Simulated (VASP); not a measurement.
# AlN (rocksalt type) (Fm-3m) in VASP: notebook, part 2 of 2

VASP 6.6.1. Earlier steps stand in the parts before.

## 5. Single point, LDA (volume scaled by 0.88)

Contents of INCAR:

```
PREC = Accurate
ENCUT = 600
EDIFF = 1E-6
ISMEAR = -1
SIGMA = 0.1
LREAL = False
LASPH = True
NELM = 120
ALGO = Normal
ISIF = 2
LWAVE = False
LCHARG = False
NBANDS = 11
GGA_COMPAT = False
```

Contents of KPOINTS:

```
Automatic mesh
0
Gamma
  15 15 15
```

Contents of POSCAR:

```
AlN
1.0
    0.0000000000      1.9218087507      1.9218087507
    1.9218087507      0.0000000000      1.9218087507
    1.9218087507      1.9218087507      0.0000000000
Al N
1 1
Direct
    0.0000000000      0.0000000000      0.0000000000
    0.5000000000      0.5000000000      0.5000000000
```

Potentials or basis: VASP PAW LDA potentials, release 64 (Al, N).

Run with:

```
$ cat potpaw_LDA.64/Al/POTCAR potpaw_LDA.64/N/POTCAR > POTCAR
$ mpirun -np 1 vasp_std > vasp.out
```

OUTCAR:

```text
PREC = Accurate
   ENCUT = 600
   EDIFF = 1E-6
   ISMEAR = -1
   LREAL = False
   LASPH = True
   NELM = 120
   ISIF = 2

 ion  position               nearest neighbor table
   1  0.000  0.000  0.000-   2 1.92   2 1.92   2 1.92   2 1.92   2 1.92   2 1.92
   2  0.500  0.500  0.500-   1 1.92   1 1.92   1 1.92   1 1.92   1 1.92   1 1.92

  LATTYP: Found a face centered cubic cell.
 ALAT       =     3.8436175014

  Lattice vectors:

 A1 = (   0.0000000000,   1.9218087507,   1.9218087507)
 A2 = (   1.9218087507,   0.0000000000,   1.9218087507)
 A3 = (   1.9218087507,   1.9218087507,   0.0000000000)

Analysis of symmetry for initial positions (statically):
=====================================================================
 Subroutine PRICEL returns:
 Original cell was already a primitive cell.

 Routine SETGRP: Setting up the symmetry group for a
 face centered cubic supercell.

 Subroutine GETGRP returns: Found 48 space group operations
 (whereof 48 operations were pure point group operations)
 out of a pool of 48 trial point group operations.

The static configuration has the point symmetry O_h .

Analysis of symmetry for dynamics (positions and initial velocities):
=====================================================================
 Subroutine PRICEL returns:
 Original cell was already a primitive cell.

 Routine SETGRP: Setting up the symmetry group for a
 face centered cubic supercell.

 Subroutine GETGRP returns: Found 48 space group operations
 (whereof 48 operations were pure point group operations)
 out of a pool of 48 trial point group operations.

The dynamic configuration has the point symmetry O_h .

 Subroutine INISYM returns: Found 48 space group operations
 (whereof 48 operations are pure point group operations),
 and found     1 'primitive' translations

----------------------------------------------------------------------------------------

                                     Primitive cell
[... 113 lines left out ...]
  Fermi-wavevector in a.u.,A,eV,Ry     =   1.352232  2.555349 24.878693  1.828532
  Thomas-Fermi vector in A             =   2.479588
   LORBIT       =      0    0 simple, 1 ext, 2 COOP (PROOUT), +10 PAW based schemes
   GGA     = CA    functional components
   LHFCALC =     F    Hartree Fock is set to
   AEXX    =    0.0000 exact exchange contribution
   IVDW    =     0    specifies the selected vdW correction
   LEPSILON=     F    determine dielectric tensor
   LRPA    =     F    only Hartree local field effects (RPA)
 non-spin polarized calculation
  energy-cutoff  :      600.00
  volume of cell :       14.20
 maximum number of plane-waves:       495
 NGX is ok and might be reduce to    24
   NGX = 11   NGY = 11   NGZ = 11

 number of electron       8.0000001 magnetization

 Free energy of the ion-electron system (eV)
  ---------------------------------------------------
  ext. energy  EPLUGINS =         0.00000000
  ---------------------------------------------------
  free energy    TOTEN  =       -15.97144469 eV

  energy without entropy =      -15.97144469  energy(sigma->0) =      -15.97144469

 E-fermi :  13.7539     XC(G=0): -13.3027

 val. band max:       11.8205909122   @ k =   0.0000   0.0000   0.0000
 cond. band min:      16.7335140262   @ k =   0.4667   0.4667   0.0000
 fundamental gap:      4.9129231140
 Fermi energy:        13.7539191283

 k-point     1 :       0.0000    0.0000    0.0000
  band No.  band energies     occupation
      1      -7.0551      2.00000
      2      11.8206      2.00000
      3      11.8206      2.00000
      4      11.8206      2.00000
      5      19.9657      0.00000
      6      24.2978      0.00000
      7      24.2978      0.00000
      8      24.2978      0.00000
      9      29.9578      0.00000
     10      30.5777      0.00000
     11      30.5777      0.00000
[... 309 lines left out ...]
 k-point    24 :       0.2000    0.1333    0.0000
  band No.  band energies     occupation
      1      -6.1207      2.00000
      2       9.2699      2.00000
      3      10.7585      2.00000
      4      10.8266      2.00000
      5      21.0191      0.00000
      6      21.7150      0.00000
      7      25.2459      0.00000
      8      26.2644      0.00000
      9      26.6792      0.00000
     10      31.1351      0.00000
     11      33.8987      0.00000

 [... further k-points ...]
[... 5 lines left out ...]
  --------------------------------------------------------------------------------------
  -------------------------------------------------------------------------------------
  Total        4.1272802      4.1272802      4.1272802     -0.0000000     -0.0000000      0.0000000
  in kB      465.8156151    465.8156151    465.8156151     -0.0000000     -0.0000000      0.0000000
  external PRESSURE =     465.8156151 kB  Pullay stress =       0.0000000 kB

 VOLUME and BASIS-vectors are now :
 -----------------------------------------------------------------------------
  energy-cutoff  :      600.00
  volume of cell :       14.20
      direct lattice vectors                 reciprocal lattice vectors
     0.000000000  1.921808751  1.921808751    -0.260171570  0.260171570  0.260171570
     1.921808751  0.000000000  1.921808751     0.260171570 -0.260171570  0.260171570
     1.921808751  1.921808751  0.000000000     0.260171570  0.260171570 -0.260171570

 POSITION                                       TOTAL-FORCE (eV/Angst)
 -----------------------------------------------------------------------------------
      0.00000      0.00000      0.00000         0.000000     -0.000000     -0.000000
      1.92181      1.92181      1.92181        -0.000000      0.000000      0.000000
 -----------------------------------------------------------------------------------
    total drift:                               -0.000000     -0.000000      0.000000

  FREE ENERGIE OF THE ION-ELECTRON SYSTEM (eV)
  ---------------------------------------------------
  free  energy   TOTEN  =       -15.9714446933 eV

  energy  without entropy=      -15.9714446931  energy(sigma->0) =      -15.97144469
```

Run time: 5.5 s. Hardware: 1 thread of Intel Xeon 6975P-C (Granite Rapids), shared host; peak memory 0.14 GiB.

What came out:

| Quantity | Value |
| --- | --- |
| Free energy | -15.9714 eV |
| Pressure | 46.6 GPa |
| Band gap on the k mesh | 4.91 eV, indirect (least direct gap 8.12 eV) |

 A k mesh can miss the band edges.

## 6. The runs side by side

| cell | cutoff (eV) | gap on the mesh (eV) | pressure (GPa) |
| --- | --- | --- | --- |
| a = 2.836 Å, angles 60.0°, 2 atoms | 520 | 4.76 | 0.7 |
| a = 2.444 Å, angles 60.0°, 2 atoms | 600 | 3.80 | 298.6 |
| a = 2.542 Å, angles 60.0°, 2 atoms | 600 | 4.29 | 175.4 |
| a = 2.718 Å, angles 60.0°, 2 atoms | 600 | 4.91 | 46.6 |

Alike in all rows: task single point; level LDA; potentials or basis VASP PAW LDA potentials, release 64 (Al, N); no spin polarisation; k mesh 15 × 15 × 15; smearing fermi-dirac 0.1 eV.

Total energies depend on the potentials used, so only differences within one code and one set of settings carry meaning.
